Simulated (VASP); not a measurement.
# GaN (Fm-3m) in VASP: a series of runs

Aim: see how the results for GaN move with the level of theory and the settings. Levels: BLYP, r2SCAN. Tasks: single point.

Program: VASP 6.6.1. These are calculated values, not measurements. Logs are shortened: lines on timing, memory, paths and dates and some standing lists are left out, and cuts for length are marked.

## Step 1: The cell of the first run

Symmetry: Fm-3m, No. 225, cubic system. Conventional cell: a = 4.383 Å, b = 4.383 Å, c = 4.383 Å, α = 90.00°, β = 90.00°, γ = 90.00°. Ga (site symmetry m-3m) has 6 N at 2.19 Å within 2.9 Å. N (site symmetry m-3m) has 6 Ga at 2.19 Å within 2.9 Å.

## Step 2: Single point, BLYP (volume scaled by 1.04)

INCAR reads:

```
AGGAC = 1.0 ; AGGAX = 1.0
ALDAC = 0.0 ; ALDAX = 1.0
ALGO = Normal ; EDIFF = 1E-6
ENCUT = 520 ; GGA = B5
ISIF = 2 ; ISMEAR = 0
LASPH = True ; LCHARG = False
LREAL = False ; LWAVE = False
NBANDS = 16 ; NELM = 100
PREC = Accurate ; SIGMA = 0.05
```

KPOINTS reads:

```
k-points
0
Gamma
  10 10 10
```

POSCAR reads:

```
GaN
1.0
    0.0000000000      2.1913665689      2.1913665689
    2.1913665689      0.0000000000      2.1913665689
    2.1913665689      2.1913665689      0.0000000000
Ga N
1 1
Direct
    0.5000000000      0.5000000000      0.5000000000
    0.0000000000      0.0000000000      0.0000000000
```

Potentials or basis: VASP PAW PBE potentials, release 64 (Ga_d, N).

Command:

```console
$ cat potpaw_PBE.64/Ga_d/POTCAR potpaw_PBE.64/N/POTCAR > POTCAR
$ mpirun -np 1 vasp_std > vasp.out
```

OUTCAR:

```text
EDIFF = 1E-6
   ENCUT = 520
   GGA = B5
   ISIF = 2
   ISMEAR = 0
   LASPH = True
   LREAL = False
   NELM = 100
   PREC = Accurate

 ion  position               nearest neighbor table
   1  0.500  0.500  0.500-   2 2.19   2 2.19   2 2.19   2 2.19   2 2.19   2 2.19
   2  0.000  0.000  0.000-   1 2.19   1 2.19   1 2.19   1 2.19   1 2.19   1 2.19

  LATTYP: Found a face centered cubic cell.
 ALAT       =     4.3827331378

  Lattice vectors:

 A1 = (   0.0000000000,   2.1913665689,   2.1913665689)
 A2 = (   2.1913665689,   0.0000000000,   2.1913665689)
 A3 = (   2.1913665689,   2.1913665689,   0.0000000000)

Analysis of symmetry for initial positions (statically):
=====================================================================
 Subroutine PRICEL returns:
 Original cell was already a primitive cell.

 Routine SETGRP: Setting up the symmetry group for a
 face centered cubic supercell.

 Subroutine GETGRP returns: Found 48 space group operations
 (whereof 48 operations were pure point group operations)
 out of a pool of 48 trial point group operations.

The static configuration has the point symmetry O_h .

Analysis of symmetry for dynamics (positions and initial velocities):
=====================================================================
 Subroutine PRICEL returns:
 Original cell was already a primitive cell.

 Routine SETGRP: Setting up the symmetry group for a
 face centered cubic supercell.

 Subroutine GETGRP returns: Found 48 space group operations
 (whereof 48 operations were pure point group operations)
 out of a pool of 48 trial point group operations.

The dynamic configuration has the point symmetry O_h .

 Subroutine INISYM returns: Found 48 space group operations
 (whereof 48 operations are pure point group operations),
 and found     1 'primitive' translations

----------------------------------------------------------------------------------------

                                     Primitive cell

  volume of cell :      21.0463

  direct lattice vectors                    reciprocal lattice vectors
     0.000000000  2.191366569  2.191366569    -0.228168124  0.228168124  0.228168124
     2.191366569  0.000000000  2.191366569     0.228168124 -0.228168124  0.228168124
     2.191366569  2.191366569  0.000000000     0.228168124  0.228168124 -0.228168124

  length of vectors
     3.099060322  3.099060322  3.099060322     0.395198784  0.395198784  0.395198784

  position of ions in fractional coordinates (direct lattice)
[... 79 lines left out ...]
   EDIFF  = 0.1E-05   stopping-criterion for ELM
   LREAL  =      F    real-space projection
   EDIFFG = 0.1E-04   stopping-criterion for IOM
   NSW    =      0    number of steps for IOM
   IBRION =     -1    ionic relax: 0-MD 1-quasi-New 2-CG
   NFREE  =      0    steps in history (QN), initial steepest desc. (CG)
   ISIF   =      2    stress and relaxation
   ISYM   =      2    0-nonsym 1-usesym 2-fastsym
   POTIM  = 0.5000    time-step for ionic-motion
   TEBEG  =    0.0;   TEEND  =   0.0 temperature during run
   PSTRESS=    0.0 pullay stress
   NELECT =      18.0000    total number of electrons
   NUPDOWN=      -1.0000    fix difference up-down
   EMIN   =  10.00;   EMAX   =-10.00  energy-range for DOS
   EFERMI =   0.00;   METHOD = LEGACY
   ISMEAR =     0;   SIGMA  =   0.05  broadening in eV -4-tet -1-fermi 0-gaus
   EFERMI_NEDOS =   21; number of points for ismear=-14 and -15
   IALGO  =     38    algorithm
   IMIX   =      4    mixing-type and parameters
     AMIX     =   0.40;   BMIX     =  1.00
     AMIX_MAG =   1.60;   BMIX_MAG =  1.00
  volume/ion in A,a.u.               =      10.52        71.01
  Fermi-wavevector in a.u.,A,eV,Ry     =   1.553963  2.936564 32.855356  2.414801
  Thomas-Fermi vector in A             =   2.658118
   LORBIT       =      0    0 simple, 1 ext, 2 COOP (PROOUT), +10 PAW based schemes
   GGA     = B5    functional components
   LHFCALC =     F    Hartree Fock is set to
   AEXX    =    0.0000 exact exchange contribution
   IVDW    =     0    specifies the selected vdW correction
   LEPSILON=     F    determine dielectric tensor
   LRPA    =     F    only Hartree local field effects (RPA)
 non-spin polarized calculation
 Gauss-broadening in eV      SIGMA  =   0.05
  energy-cutoff  :      520.00
  volume of cell :       21.05
 maximum number of plane-waves:       588
   NGX = 11   NGY = 11   NGZ = 11

 number of electron      17.9999995 magnetization

 Free energy of the ion-electron system (eV)
  ---------------------------------------------------
  ext. energy  EPLUGINS =         0.00000000
  ---------------------------------------------------
  free energy    TOTEN  =        -9.84198886 eV

  energy without entropy =       -9.84158018  energy(sigma->0) =       -9.84178452

 E-fermi :   7.0109     XC(G=0): -11.8708

 val. band max:        6.9710415259   @ k =  -0.2000   0.2000   0.0000
 cond. band min:       7.5971167828   @ k =   0.4000   0.4000   0.0000
 fundamental gap:      0.6260752569
 Fermi energy:         7.0108799048

 k-point     1 :       0.0000    0.0000    0.0000
  band No.  band energies     occupation
      1      -9.1625      2.00000
      2      -7.1681      2.00000
      3      -7.1681      2.00000
      4      -7.1681      2.00000
      5      -7.0993      2.00000
      6      -7.0993      2.00000
[... 433 lines left out ...]
      3      -7.0682      2.00000
      4      -7.0294      2.00000
      5      -6.9989      2.00000
      6      -5.6110      2.00000
[... 8 lines left out ...]
     15      30.5821      0.00000
     16      31.6895      0.00000

 [... further k-points ...]

------------------------ aborting loop because EDIFF is reached ----------------------------------------

  FORCE on cell =-STRESS in cart. coord.  units (eV):
  Direction    XX          YY          ZZ          XY          YZ          ZX
  --------------------------------------------------------------------------------------
  -------------------------------------------------------------------------------------
  Total       -0.7140251     -0.7140251     -0.7140251     -0.0000000      0.0000000     -0.0000000
  in kB      -54.3561839    -54.3561839    -54.3561839     -0.0000000      0.0000000     -0.0000000
  external PRESSURE =     -54.3561839 kB  Pullay stress =       0.0000000 kB

 VOLUME and BASIS-vectors are now :
 -----------------------------------------------------------------------------
  energy-cutoff  :      520.00
  volume of cell :       21.05
      direct lattice vectors                 reciprocal lattice vectors
     0.000000000  2.191366569  2.191366569    -0.228168124  0.228168124  0.228168124
     2.191366569  0.000000000  2.191366569     0.228168124 -0.228168124  0.228168124
     2.191366569  2.191366569  0.000000000     0.228168124  0.228168124 -0.228168124

 POSITION                                       TOTAL-FORCE (eV/Angst)
 -----------------------------------------------------------------------------------
      2.19137      2.19137      2.19137        -0.000000     -0.000000      0.000000
      0.00000      0.00000      0.00000         0.000000      0.000000     -0.000000
 -----------------------------------------------------------------------------------
    total drift:                                0.000000     -0.000000      0.000000

  FREE ENERGIE OF THE ION-ELECTRON SYSTEM (eV)
  ---------------------------------------------------
  free  energy   TOTEN  =        -9.8419888625 eV

  energy  without entropy=       -9.8415801755  energy(sigma->0) =       -9.84178452
```

stdout:

```text
POSCAR found type information on POSCAR GaN
 POSCAR found :  2 types and       2 ions
 scaLAPACK will be used
 -----------------------------------------------------------------------------
|                                                                             |
|                                                                             |
|     You enforced a specific xc type in the INCAR file but a different       |
|     I HOPE YOU KNOW WHAT YOU ARE DOING!                                     |
|                                                                             |
 -----------------------------------------------------------------------------

 LDA part: xc-table for (Slater(with rela. corr.)+VWN5), standard interpolation
 POSCAR, INCAR and KPOINTS ok, starting setup
 FFT: planning ... GRIDC
 FFT: planning ... GRID_SOFT
 FFT: planning ... GRID
 WAVECAR not read
 entering main loop
```

It took 47 s on 1 thread of AMD EPYC 7R13, shared host; peak memory 0.12 GiB.

What came out:

```yaml
Free_energy: -9.8420 eV
Pressure: -5.4 GPa
Band_gap_on_the_k_mesh: zero (band 9 reaches 6.97 eV, above the bottom of band 10 at 6.84 eV)
```

Caveat: the cell differs from its parent crystal (volume scaled by 1.04); the PAW data sets were made with another functional, which shifts forces and pressure a little.

## Step 3: Single point, r2SCAN

This run uses another cell than the first one, of 7.91 Å³/atom, 0.752 times its volume.

POSCAR reads:

```
GaN
1.0
    0.0000000000      1.9925010849      1.9925010849
    1.9925010849      0.0000000000      1.9925010849
    1.9925010849      1.9925010849      0.0000000000
Ga N
1 1
Direct
    0.5000000000      0.5000000000      0.5000000000
    0.0000000000      0.0000000000      0.0000000000
```

INCAR.step1 reads:

```
PREC     = Accurate       # precision mode
ENCUT    = 520            # plane-wave cutoff, eV
ISMEAR   = 0              # smearing method
SIGMA    = 0.05           # smearing width, eV
LREAL    = F              # projectors in reciprocal space
LASPH    = T              # aspherical terms in the spheres
NELM     = 100            # most SCF steps
NBANDS   = 16             # bands
GGA      = PE             # functional
ALGO     = Normal         # electronic algorithm
EDIFF    = 1E-4           # SCF threshold, eV
LWAVE    = T              # write WAVECAR
LCHARG   = F              # write CHGCAR
```

INCAR.step2 reads:

```
PREC     = Accurate       # precision mode
ENCUT    = 520            # plane-wave cutoff, eV
EDIFF    = 1E-6           # SCF threshold, eV
ISMEAR   = 0              # smearing method
SIGMA    = 0.05           # smearing width, eV
LREAL    = F              # projectors in reciprocal space
LASPH    = T              # aspherical terms in the spheres
NELM     = 100            # most SCF steps
ALGO     = Normal         # electronic algorithm
ISIF     = 2              # what is computed and relaxed
LWAVE    = F              # write WAVECAR
LCHARG   = T              # write CHGCAR
METAGGA  = R2SCAN         # meta-GGA
LMIXTAU  = T            
LELF     = T              # ELF
LVHAR    = T            
NBANDS   = 16             # bands
ISTART   = 1
```

KPOINTS reads:

```
regular mesh
0
Gamma
  10 10 10
```

Potentials or basis: VASP PAW PBE potentials, release 64 (Ga_d, N).

Command:

```console
$ cat potpaw_PBE.64/Ga_d/POTCAR potpaw_PBE.64/N/POTCAR > POTCAR
$ cp INCAR.step1 INCAR
$ mpirun -np 1 vasp_std > vasp.out
$ cp INCAR.step2 INCAR
$ mpirun -np 1 vasp_std > vasp.out
```

OUTCAR:

```text
PREC = Accurate
   ENCUT = 520
   EDIFF = 1E-6
   ISMEAR = 0
   LREAL = F
   LASPH = T
   NELM = 100
   ISIF = 2
   METAGGA = R2SCAN
   ISTART = 1

 ion  position               nearest neighbor table
   1  0.500  0.500  0.500-   2 1.99   2 1.99   2 1.99   2 1.99   2 1.99   2 1.99
   2  0.000  0.000  0.000-   1 1.99   1 1.99   1 1.99   1 1.99   1 1.99   1 1.99

  LATTYP: Found a face centered cubic cell.
 ALAT       =     3.9850021698

  Lattice vectors:

[... 641 lines left out ...]

 [... further k-points ...]

------------------------ aborting loop because EDIFF is reached ----------------------------------------

  FORCE on cell =-STRESS in cart. coord.  units (eV):
  Direction    XX          YY          ZZ          XY          YZ          ZX
  --------------------------------------------------------------------------------------
  -------------------------------------------------------------------------------------
  Total        6.2307740      6.2307740      6.2307740      0.0000000      0.0000000     -0.0000000
  in kB      630.9964026    630.9964026    630.9964026      0.0000000      0.0000000     -0.0000000
  external PRESSURE =     630.9964026 kB  Pullay stress =       0.0000000 kB

 VOLUME and BASIS-vectors are now :
 -----------------------------------------------------------------------------
  energy-cutoff  :      520.00
  volume of cell :       15.82
      direct lattice vectors                 reciprocal lattice vectors
     0.000000000  1.992501085  1.992501085    -0.250940892  0.250940892  0.250940892
     1.992501085  0.000000000  1.992501085     0.250940892 -0.250940892  0.250940892
     1.992501085  1.992501085  0.000000000     0.250940892  0.250940892 -0.250940892

 POSITION                                       TOTAL-FORCE (eV/Angst)
 -----------------------------------------------------------------------------------
      1.99250      1.99250      1.99250         0.000000      0.000000     -0.000000
      0.00000      0.00000      0.00000        -0.000000     -0.000000      0.000000
 -----------------------------------------------------------------------------------
    total drift:                                0.000000     -0.000000      0.000000

  FREE ENERGIE OF THE ION-ELECTRON SYSTEM (eV)
  ---------------------------------------------------
  free  energy   TOTEN  =       -20.4650622095 eV

  energy  without entropy=      -20.4650622095  energy(sigma->0) =      -20.46506221
```

OSZICAR.step1:

```text
N       E                     dE             d eps       ncg     rms          rms(c)
DAV:   1     0.765379534971E+02    0.76538E+02   -0.89420E+03  1664   0.228E+03
DAV:   2    -0.833252667479E+01   -0.84870E+02   -0.79563E+02  1712   0.338E+02
DAV:   3    -0.125769362302E+02   -0.42444E+01   -0.42293E+01  1688   0.638E+01
DAV:   4    -0.126141168509E+02   -0.37181E-01   -0.37177E-01  1880   0.613E+00
DAV:   5    -0.126144572045E+02   -0.34035E-03   -0.34035E-03  1768   0.548E-01    0.799E+00
DAV:   6    -0.105695595715E+02    0.20449E+01   -0.40229E+00  2160   0.469E+01    0.253E+00
DAV:   7    -0.105509237645E+02    0.18636E-01   -0.34938E-01  1736   0.565E+00    0.168E+00
DAV:   8    -0.105378860157E+02    0.13038E-01   -0.26241E-02  1976   0.325E+00    0.370E-01
DAV:   9    -0.105359188943E+02    0.19671E-02   -0.72964E-03  2000   0.288E+00    0.904E-02
DAV:  10    -0.105358740324E+02    0.44862E-04   -0.35031E-04  1624   0.230E-01
   1 F= -.10535874E+02 E0= -.10535874E+02  d E =-.502464E-15
```

It took 2 min on 1 thread of AMD EPYC 7R13, shared host; peak memory 0.12 GiB.

What came out:

```yaml
Free_energy: -20.4651 eV
Pressure: 63.1 GPa
Band_gap_on_the_k_mesh: 2.40 eV, indirect (least direct gap 5.89 eV)
```

Levels at points of the mesh, in eV from the valence-band top:
```
           k point  band 6  band 7  band 8  band 9  band 10  band 11  band 12  band 13
(0.00, 0.00, 0.00)  -14.22   -0.76   -0.76   -0.76     5.13    16.59    16.59    16.59
(0.50, 0.00, 0.00)  -13.98   -9.27   -0.13   -0.13     6.20    10.95    10.95    13.00
(0.50, 0.50, 0.00)  -11.00   -8.72   -3.85   -3.85     2.40     8.76    15.04    18.25
```

Caveat: the PAW data sets were made with another functional, which shifts forces and pressure a little. A k mesh can miss the band edges.

(Part 1 of 2 ends here.)
